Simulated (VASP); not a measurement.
AgI: single point with r2SCAN

The system is AgI.

```xyz
2
Lattice="3.0168 3.0168 0.0000 -3.0168 3.0168 0.0000 0.0000 3.0168 3.0168" Properties=species:S:1:pos:R:3 pbc="T T T"
Ag    0.0000    0.0000    0.0000
I     1.5084    4.5252    1.5084
```

- Program: VASP 6.6.1
- Task: single point
- Functional: r2SCAN
- Potentials or basis: VASP PAW PBE potentials, release 64 (Ag, I)
- Cutoff: 550 eV
- k mesh: 6 × 6 × 6
- Occupations: gaussian, width 0.01 eV
- Spin: no spin polarisation
- Dipole correction: no
- Further INCAR settings: ALGO = Normal; EDIFF = 1e-06; NBANDS = 16

| Quantity | Value |
| --- | --- |
| Pressure | 14.7 GPa |
| Band gap on the k mesh | 1.83 eV, direct |

Levels at points of the mesh, in eV from the valence-band top:
| k point | band 6 | band 7 | band 8 | band 9 | band 10 | band 11 | band 12 | band 13 |
| --- | --- | --- | --- | --- | --- | --- | --- | --- |
| (0.00, 0.00, 0.00) | -4.36 | 0.00 | 0.00 | 0.00 | 1.83 | 5.72 | 5.72 | 5.72 |
| (0.50, 0.00, 0.00) | -4.31 | -4.10 | -1.13 | -1.13 | 3.01 | 6.27 | 6.27 | 7.75 |
| (0.50, 0.50, 0.00) | -4.17 | -3.65 | -2.74 | -2.74 | 3.23 | 3.89 | 10.05 | 11.12 |

It took 33 s on 1 thread of Intel(R) Xeon(R) 6975P-C (Granite Rapids) (shared host), peak memory 0.21 GiB.

Caveat: the PAW data sets were made with another functional, which shifts forces and pressure a little; spin-orbit coupling is left out, which moves the levels of the heavy elements. r2SCAN opens gaps a little over a GGA but as a rule still falls short of measured ones.
